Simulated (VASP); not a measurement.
A run of VASP 6.6.1 is set up as follows.

POSCAR

```
Nb
1.0
    3.0488450737      0.0000000000      0.0000000000
   -1.5244225368      2.6403772860      0.0000000000
    0.0000000000      0.0000000000      4.9484370199
Nb
2
Direct
    0.3333333333      0.6666666667      0.2500000000
    0.6666666667      0.3333333333      0.7500000000
```

The input INCAR.step1:

```
SYSTEM = Nb
ALGO = Normal ; EDIFF = 1E-4
ENCUT = 520 ; GGA = PE
ISMEAR = 0 ; LASPH = .TRUE.
LCHARG = .FALSE. ; LREAL = .FALSE.
LWAVE = .TRUE. ; NBANDS = 20
NELM = 60 ; PREC = Accurate
SIGMA = 0.1
```

The input INCAR.step2:

```
SYSTEM = Nb
ALGO = Normal ; EDIFF = 1E-6
ENCUT = 520 ; ISIF = 2
ISMEAR = 0 ; ISTART = 1
LASPH = .TRUE. ; LCHARG = .TRUE.
LELF = .TRUE. ; LMIXTAU = .TRUE.
LREAL = .FALSE. ; LVHAR = .TRUE.
LWAVE = .FALSE. ; METAGGA = R2SCAN
NBANDS = 20 ; NELM = 60
PREC = Accurate ; SIGMA = 0.1
```

KPOINTS

```
k-points
0
G
  6 6 4
  0 0 0
```

Potentials or basis: VASP PAW PBE potentials, release 64 (Nb_sv).

The run is started by

```bash
$ cat potpaw_PBE.64/Nb_sv/POTCAR > POTCAR
$ cp INCAR.step1 INCAR
$ mpirun -np 1 vasp_std > vasp.out
$ cp INCAR.step2 INCAR
$ mpirun -np 1 vasp_std > vasp.out
```

**Question.** What does it give for the band gap on the k mesh?

**Answer.** Zero (bands 13 and 14 overlap by 2.25 eV).

**Question.** What does it give for the pressure?

**Answer.** -10.7 GPa.

Stress tensor (GPa, compression positive):
```
-13.33   0.00   0.00
  0.00 -13.33   0.00
  0.00   0.00  -5.36
```

Caveat: the k points lie up to 0.40 Å⁻¹ apart, too coarse for converged energies and pressures of a metal; the PAW data sets were made with another functional, which shifts forces and pressure a little.
